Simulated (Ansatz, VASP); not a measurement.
# Rh: VASP beside Ansatz

```xyz
2
Lattice="1.3425 0.7751 4.6940 -1.3425 0.7751 4.6940 0.0000 -1.5502 4.6940" Properties=species:S:1:pos:R:3 pbc="T T T"
Rh    0.0000    0.0000    1.2451
Rh    0.0000    0.0000   12.8368
```

Alike in both runs: functional PBE; k mesh 9 × 9 × 9; occupations gaussian, width 0.1 eV; no spin polarisation.

Ansatz relaxed the structure, and its values are those at the end. VASP's run is a single point on that final structure, the one shown.

|  | VASP | Ansatz |
| --- | --- | --- |
| version | VASP 6.6.1 | Ansatz 0.2.0 |
| potentials or method | VASP PAW PBE potentials, release 64 (Rh_pv), cutoff 520 eV | scalar-relativistic, plane waves, PAW |
| valence electrons in the cell | 30 | 34 |

|  | VASP | Ansatz | Ansatz less VASP |
| --- | --- | --- | --- |
| gap on the k mesh at the Fermi level (eV) | none | none | - |
| pressure (GPa) | -0.1 | -0.2 | -0.09 |

A gap of «none» marks a metal or a gap that the smearing closes. With one functional, cell and mesh, what is left measures potentials, basis and numerics. VASP's potentials hold 30 valence electrons a cell and Ansatz's 34, so a difference there can come from the potentials and not from the codes.
